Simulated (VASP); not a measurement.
A run of VASP 6.6.1 is set up as follows.

INCAR

```
  PREC = Accurate
  ENCUT = 520
  EDIFF = 1E-6
  ISMEAR = 0
  SIGMA = 0.05
  LREAL = False
  LASPH = True
  NELM = 60
  ALGO = Normal
  ISIF = 2
  LWAVE = False
  LCHARG = True
  LELF = True
  LVHAR = True
  NBANDS = 16
```

File KPOINTS:

```
Automatic mesh
0
Gamma
  6 6 6
```

Contents of POSCAR:

```
MgO
1.0
    3.4863778627      0.0000000000      0.0000000000
   -1.7431889314      3.0192917963      0.0000000000
    0.0000000000      0.0000000000      4.1780412200
Mg O
2 2
Direct
    0.6866615424      0.3479705982      0.7500000000
    0.3533282090      0.6813039316      0.2500000000
    0.6666666667      0.3333333333      0.2500000000
    0.3333333333      0.6666666667      0.7500000000
```

Potentials or basis: VASP PAW LDA potentials, release 64 (Mg, O).

Launch:

```console
$ cat potpaw_LDA.64/Mg/POTCAR potpaw_LDA.64/O/POTCAR > POTCAR
$ mpirun -np 1 vasp_std > vasp.out
```

What does it give for the largest force?

0.583 eV/Å.

Predict the band gap on the k mesh.

3.33 eV, direct.

What does it give for the pressure?

-5.4 GPa.

Stress tensor (GPa, compression positive):
```
-5.18  0.22  0.00
 0.22 -5.18  0.00
 0.00  0.00 -5.85
```

Caveat: the cell differs from its parent crystal (all Mg atoms moved +0.062 Å, as atom 1 along Cartesian [1 1 0]).
